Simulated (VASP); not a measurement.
# TiN (Fm-3m) in VASP: relaxation of cell and atoms with PBE

Aim: the relaxation of cell and atoms of TiN with PBE.

Everything below comes from runs of VASP 6.6.1. Logs are shortened: lines on timing, memory, paths and dates and some standing lists are left out, and cuts for length are marked.

**1. The cell of the first run**

The structure is cubic, space group Fm-3m (No. 225). The conventional cell has a = 4.244 Å, b = 4.244 Å, c = 4.244 Å, α = 90.00°, β = 90.00°, γ = 90.00°. Within 2.8 Å of Ti (site symmetry m-3m) lie 6 N at 2.12 Å. N (site symmetry m-3m) has 6 Ti at 2.12 Å within 2.8 Å.

**2. Relaxation of cell and atoms, PBE**

INCAR

```
SYSTEM = TiN
PREC = Accurate
ENCUT = 600
EDIFF = 1E-6
ISMEAR = 0
SIGMA = 0.1
LREAL = .FALSE.
LASPH = .TRUE.
NELM = 60
ALGO = Normal
ISIF = 3
LWAVE = .FALSE.
LCHARG = .FALSE.
GGA = PE
IBRION = 2
NSW = 100
EDIFFG = -0.005
```

KPOINTS

```
Automatic mesh
0
G
  18 18 18
  0 0 0
```

POSCAR

```
TiN
1.0
    0.0000000000      2.1220000000      2.1220000000
    2.1220000000      0.0000000000      2.1220000000
    2.1220000000      2.1220000000      0.0000000000
Ti N
1 1
Direct
    0.0000000000      0.0000000000      0.0000000000
    0.5000000000      0.5000000000      0.5000000000
```

Potentials or basis: VASP PAW PBE potentials, release 64 (Ti_sv, N).

Run with:

```console
> cat potpaw_PBE.64/Ti_sv/POTCAR potpaw_PBE.64/N/POTCAR > POTCAR
> mpirun -np 1 vasp_std > vasp.out
```

OUTCAR:

```text
SYSTEM = TiN
   PREC = Accurate
   ENCUT = 600
   EDIFF = 1E-6
   ISMEAR = 0
   LREAL = .FALSE.
   LASPH = .TRUE.
   NELM = 60
   ISIF = 3
   GGA = PE
   IBRION = 2
   NSW = 100
   EDIFFG = -0.005

 ion  position               nearest neighbor table
   1  0.000  0.000  0.000-   2 2.12   2 2.12   2 2.12   2 2.12   2 2.12   2 2.12
   2  0.500  0.500  0.500-   1 2.12   1 2.12   1 2.12   1 2.12   1 2.12   1 2.12

  LATTYP: Found a face centered cubic cell.
 ALAT       =     4.2440000000

  Lattice vectors:

 A1 = (   0.0000000000,   2.1220000000,   2.1220000000)
 A2 = (   2.1220000000,   0.0000000000,   2.1220000000)
 A3 = (   2.1220000000,   2.1220000000,   0.0000000000)

Analysis of symmetry for initial positions (statically):
=====================================================================
 Subroutine PRICEL returns:
 Original cell was already a primitive cell.

 Routine SETGRP: Setting up the symmetry group for a
 face centered cubic supercell.

 Subroutine GETGRP returns: Found 48 space group operations
 (whereof 48 operations were pure point group operations)
 out of a pool of 48 trial point group operations.

The static configuration has the point symmetry O_h .

Analysis of symmetry for dynamics (positions and initial velocities):
=====================================================================
 Subroutine PRICEL returns:
 Original cell was already a primitive cell.

 Routine SETGRP: Setting up the symmetry group for a
 face centered cubic supercell.

 Subroutine GETGRP returns: Found 48 space group operations
 (whereof 48 operations were pure point group operations)
 out of a pool of 48 trial point group operations.

The dynamic configuration has the point symmetry O_h .

 Subroutine INISYM returns: Found 48 space group operations
 (whereof 48 operations are pure point group operations),
 and found     1 'primitive' translations

----------------------------------------------------------------------------------------

                                     Primitive cell

  volume of cell :      19.1102

  direct lattice vectors                    reciprocal lattice vectors
     0.000000000  2.122000000  2.122000000    -0.235626767  0.235626767  0.235626767
     2.122000000  0.000000000  2.122000000     0.235626767 -0.235626767  0.235626767
     2.122000000  2.122000000  0.000000000     0.235626767  0.235626767 -0.235626767

  length of vectors
     3.000961179  3.000961179  3.000961179     0.408117532  0.408117532  0.408117532

  position of ions in fractional coordinates (direct lattice)
     0.000000000  0.000000000  0.000000000
     0.500000000  0.500000000  0.500000000

  ion indices of the primitive-cell ions
   primitive index   ion index
                 1           1
                 2           2

----------------------------------------------------------------------------------------

 KPOINTS: Automatic mesh

Automatic generation of k-mesh.
 Grid dimensions read from file:
 generate k-points for:   18   18   18

 Generating k-lattice:

  Cartesian coordinates                     Fractional coordinates (reciprocal lattice)
    -0.013090376  0.013090376  0.013090376     0.055555556  0.000000000  0.000000000
     0.013090376 -0.013090376  0.013090376     0.000000000  0.055555556  0.000000000
     0.013090376  0.013090376 -0.013090376     0.000000000  0.000000000  0.055555556

  Length of vectors
     0.022673196  0.022673196  0.022673196

  Shift w.r.t. Gamma in fractional coordinates (k-lattice)
     0.000000000  0.000000000  0.000000000

 Subroutine IBZKPT returns following result:
 ===========================================

 Found    195 irreducible k-points:

 Following reciprocal coordinates:
            Coordinates               Weight
  0.000000  0.000000  0.000000      1.000000
  0.055556  0.000000  0.000000      8.000000
  0.111111  0.000000  0.000000      8.000000
  0.166667  0.000000  0.000000      8.000000
  0.222222  0.000000  0.000000      8.000000
  0.277778  0.000000  0.000000      8.000000
[... 16 lines left out ...]
 -0.277778  0.055556  0.000000     24.000000
 -0.222222  0.055556  0.000000     24.000000
 [... further k-points ...]
   k-points           NKPTS =    195   k-points in BZ     NKDIM =    195   number of bands    NBANDS=     12
   number of dos      NEDOS =    301   number of ions     NIONS =      2
   total plane-waves  NPLWV =  13824
   dimension x,y,z NGX =    24 NGY =   24 NGZ =   24
   dimension x,y,z NGXF=    48 NGYF=   48 NGZF=   48
   ions per type =               1   1
   NGX,Y,Z   is equivalent  to a cutoff of  13.30, 13.30, 13.30 a.u.
   NGXF,Y,Z  is equivalent  to a cutoff of  26.59, 26.59, 26.59 a.u.
 SYSTEM =  TiN
   PREC   = accura    normal or accurate (medium, high low for compatibility)
   ISTART =      0    job   : 0-new  1-cont  2-samecut
   ICHARG =      2    charge: 1-file 2-atom 10-const
   ISPIN  =      1    spin polarized calculation?
   LNONCOLLINEAR =      F non collinear calculations
   LSORBIT =      F    spin-orbit coupling
   LASPH  =      T    aspherical Exc in radial PAW
   ENCUT  =  600.0 eV  44.10 Ry    6.64 a.u.   5.99  5.99  5.99*2*pi/ulx,y,z
   NELM   =     60;   NELMIN=  2; NELMDL= -5     # of ELM steps
   EDIFF  = 0.1E-05   stopping-criterion for ELM
   LREAL  =      F    real-space projection
   EDIFFG = -.5E-02   stopping-criterion for IOM
   NSW    =    100    number of steps for IOM
   IBRION =      2    ionic relax: 0-MD 1-quasi-New 2-CG
   NFREE  =      1    steps in history (QN), initial steepest desc. (CG)
   ISIF   =      3    stress and relaxation
   ISYM   =      2    0-nonsym 1-usesym 2-fastsym
   POTIM  = 0.5000    time-step for ionic-motion
   TEBEG  =    0.0;   TEEND  =   0.0 temperature during run
   PSTRESS=    0.0 pullay stress
   NELECT =      17.0000    total number of electrons
   NUPDOWN=      -1.0000    fix difference up-down
   EMIN   =  10.00;   EMAX   =-10.00  energy-range for DOS
   EFERMI =   0.00;   METHOD = LEGACY
   ISMEAR =     0;   SIGMA  =   0.10  broadening in eV -4-tet -1-fermi 0-gaus
   EFERMI_NEDOS =   21; number of points for ismear=-14 and -15
   IALGO  =     38    algorithm
   IMIX   =      4    mixing-type and parameters
     AMIX     =   0.40;   BMIX     =  1.00
     AMIX_MAG =   1.60;   BMIX_MAG =  1.00
  volume/ion in A,a.u.               =       9.56        64.48
  Fermi-wavevector in a.u.,A,eV,Ry     =   1.574475  2.975326 33.728454  2.478971
  Thomas-Fermi vector in A             =   2.675604
   LORBIT       =      0    0 simple, 1 ext, 2 COOP (PROOUT), +10 PAW based schemes
   GGA     = PE    functional components
   LHFCALC =     F    Hartree Fock is set to
   AEXX    =    0.0000 exact exchange contribution
   IVDW    =     0    specifies the selected vdW correction
   LEPSILON=     F    determine dielectric tensor
   LRPA    =     F    only Hartree local field effects (RPA)
 conjugate gradient relaxation of ions
 non-spin polarized calculation
 Gauss-broadening in eV      SIGMA  =   0.10
  energy-cutoff  :      600.00
  volume of cell :       19.11
 maximum number of plane-waves:       650
   NGX = 11   NGY = 11   NGZ = 11

--------------------------------------- Ionic step        1  -------------------------------------------

 number of electron      17.0000002 magnetization

 Free energy of the ion-electron system (eV)
  ---------------------------------------------------
  ext. energy  EPLUGINS =         0.00000000
  ---------------------------------------------------
  free energy    TOTEN  =       -19.63968841 eV

  energy without entropy =      -19.63542477  energy(sigma->0) =      -19.63755659

------------------------ aborting loop because EDIFF is reached ----------------------------------------

  FORCE on cell =-STRESS in cart. coord.  units (eV):
  Direction    XX          YY          ZZ          XY          YZ          ZX
  --------------------------------------------------------------------------------------
  -------------------------------------------------------------------------------------
  Total        0.1044928      0.1044928      0.1044928     -0.0000000      0.0000000      0.0000000
  in kB        8.7605371      8.7605371      8.7605371     -0.0000000      0.0000000      0.0000000
  external PRESSURE =       8.7605371 kB  Pullay stress =       0.0000000 kB
[... 57 lines left out ...]
  energy  without entropy=      -19.6352507429  energy(sigma->0) =      -19.63740813

--------------------------------------- Ionic step        3  -------------------------------------------

 number of electron      17.0000002 magnetization

 Free energy of the ion-electron system (eV)
  ---------------------------------------------------
  ext. energy  EPLUGINS =         0.00000000
  ---------------------------------------------------
  free energy    TOTEN  =       -19.63986545 eV

  energy without entropy =      -19.63558094  energy(sigma->0) =      -19.63772319

 E-fermi :  11.3853     XC(G=0): -12.9936

 val. band max:       11.3545765706   @ k =  -0.1667   0.1111   0.0000
 cond. band min:      11.3898355350   @ k =   0.1111   0.0556   0.0000
 fundamental gap:      0.0352589644
 Fermi energy:        11.3853174368

 k-point     1 :       0.0000    0.0000    0.0000
  band No.  band energies     occupation
      1     -46.4936      2.00000
      2     -22.4771      2.00000
      3     -22.4771      2.00000
      4     -22.4771      2.00000
      5      -5.6884      2.00000
      6       9.3466      2.00000
      7       9.3466      2.00000
      8       9.3466      2.00000
      9      10.7737      2.00000
     10      10.7737      2.00000
     11      10.7737      2.00000
     12      11.9566      0.00000
[... 331 lines left out ...]
 k-point    24 :      -0.2222    0.0556    0.0000
  band No.  band energies     occupation
      1     -46.4474      2.00000
      2     -22.7837      2.00000
      3     -22.5244      2.00000
      4     -22.4952      2.00000
      5      -4.6590      2.00000
      6       5.9344      2.00000
      7       7.0039      2.00000
      8       7.3109      2.00000
      9      11.6159      0.00111
     10      11.8228      0.00000
     11      12.3011      0.00000
     12      14.2929      0.00000

 [... further k-points ...]

------------------------ aborting loop because EDIFF is reached ----------------------------------------

  FORCE on cell =-STRESS in cart. coord.  units (eV):
  Direction    XX          YY          ZZ          XY          YZ          ZX
  --------------------------------------------------------------------------------------
  -------------------------------------------------------------------------------------
  Total       -0.0043214     -0.0043214     -0.0043214     -0.0000000      0.0000000      0.0000000
  in kB       -0.3611548     -0.3611548     -0.3611548     -0.0000000      0.0000000      0.0000000
  external PRESSURE =      -0.3611548 kB  Pullay stress =       0.0000000 kB
[... 17 lines left out ...]
  FREE ENERGIE OF THE ION-ELECTRON SYSTEM (eV)
  ---------------------------------------------------
  free  energy   TOTEN  =       -19.6398654503 eV

  energy  without entropy=      -19.6355809355  energy(sigma->0) =      -19.63772319

 reached required accuracy - stopping structural energy minimisation
```

Wall time 1.7 min (1 thread of Intel Xeon 8259CL, shared host); peak memory 0.19 GiB.

What came out:

```yaml
Free_energy: -19.6399 eV
Relaxed_volume: 9.59 Å³/atom
Relaxed_cell: a = 3.004 Å, b = 3.004 Å, c = 3.004 Å, α = 60.00°, β = 60.00°, γ = 60.00°
Space_group_after_relaxing_to_0.1_Å: Fm-3m (No. 225)
Energy_gained_by_relaxing: 0.1 meV/atom
Ionic_steps: 3
Pressure_after_relaxing: 0.0 GPa
Band_gap_on_the_k_mesh: zero (an odd number of electrons rules out a gap without spin polarisation)
```

The path:
```tsv
step	energy change (eV)	largest force (eV/Å)	pressure (GPa)	volume (Å³)
1	0.0000	0.0000	0.88	19.11
2	0.0001	0.0000	-1.05	19.26
3	-0.0002	0.0000	-0.04	19.17
```

Final structure:
```
CELL_PARAMETERS angstrom
0.00000 2.12424 2.12424
2.12424 0.00000 2.12424
2.12424 2.12424 0.00000
ATOMIC_POSITIONS crystal
Ti 0.00000 0.00000 0.00000
N 0.50000 0.50000 0.50000
```

Levels at points of the mesh, in eV from the Fermi level:
| k point | band 7 | band 8 | band 9 | band 10 | band 11 | band 12 |
| --- | --- | --- | --- | --- | --- | --- |
| (0.00, 0.00, 0.00) | -2.04 | -2.04 | -0.61 | -0.61 | -0.61 | 0.57 |
| (0.50, 0.00, 0.00) | -5.45 | -5.45 | 1.67 | 1.67 | 2.33 | 5.69 |
| (0.50, 0.50, 0.00) | -3.23 | -3.23 | -3.04 | 1.62 | 2.36 | 2.36 |
